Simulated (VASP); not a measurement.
A run of VASP 6.6.1 is set up as follows.

File INCAR:

```
ALGO = Normal ; EDIFF = 1E-6
EDIFFG = -0.005 ; ENCUT = 600
GGA = PE ; IBRION = 2
ISIF = 3 ; ISMEAR = 0
LASPH = T ; LCHARG = F
LREAL = F ; LWAVE = F
NELM = 100 ; NSW = 100
PREC = Accurate ; SIGMA = 0.02
```

File KPOINTS:

```
k-points
0
Gamma
  6 6 6
```

File POSCAR:

```
CsPbCl3
1.0
    5.6050000000      0.0000000000      0.0000000000
    0.0000000000      5.6050000000      0.0000000000
    0.0000000000      0.0000000000      5.6050000000
Cs Pb Cl
1 1 3
Direct
    0.0000000000      0.0000000000      0.0000000000
    0.5000000000      0.5000000000      0.5000000000
    0.5000000000      0.5000000000      0.0000000000
    0.0000000000      0.5000000000      0.5000000000
    0.5000000000      0.0000000000      0.5000000000
```

Potentials or basis: VASP PAW PBE potentials, release 64 (Cs_sv, Pb_d, Cl).

Run with:

```sh
$ cat potpaw_PBE.64/Cs_sv/POTCAR potpaw_PBE.64/Pb_d/POTCAR potpaw_PBE.64/Cl/POTCAR > POTCAR
$ mpirun -np 1 vasp_std > vasp.out
```

Problem. Estimate the space group after relaxing (to 0.05 Å).

Solution. Pm-3m (No. 221).

Problem. What does it give for the band gap on the k mesh?

Solution. 2.22 eV, direct.

Step by step:
```
step  energy change (eV)  largest force (eV/Å)  pressure (GPa)  volume (Å³)
   1              0.0000                0.0000            1.76       176.09
   2             -0.0621                0.0000            0.29       186.14
   3             -0.0643                0.0000           -0.02       188.63
```

Caveat: spin-orbit coupling is left out, which moves the levels of the heavy elements. PBE usually gives volumes a little too large and moduli too small.
